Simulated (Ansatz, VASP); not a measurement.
Two plane-wave programs on Nb

```
Nb
1.0
    -1.80763    1.80763    1.40995
     1.80763   -1.80763    1.40995
     1.80763    1.80763   -1.40995
Nb
1
Direct
  0.00000 0.00000 0.00000
```

Alike in both runs: task single point; functional PBE; k mesh 22 × 22 × 22; occupations gaussian, width 0.15 eV; no spin polarisation.

|  | VASP | Ansatz |
| --- | --- | --- |
| version | VASP 6.6.1 | Ansatz 0.2.0 |
| potentials or method | VASP PAW PBE potentials, release 64 (Nb_sv), cutoff 520 eV | scalar-relativistic, plane waves, PAW |
| valence electrons in the cell | 13 | 13 |

|  | VASP | Ansatz | Ansatz less VASP |
| --- | --- | --- | --- |
| gap on the k mesh at the Fermi level (eV) | none | none | - |
| pressure (GPa) | 1.3 | 1.6 | +0.33 |
| traceless stress, the component that is largest in VASP (GPa) | 12.18 | 12.11 | -0.064 |

A gap of «none» marks a metal or a gap that the smearing closes.
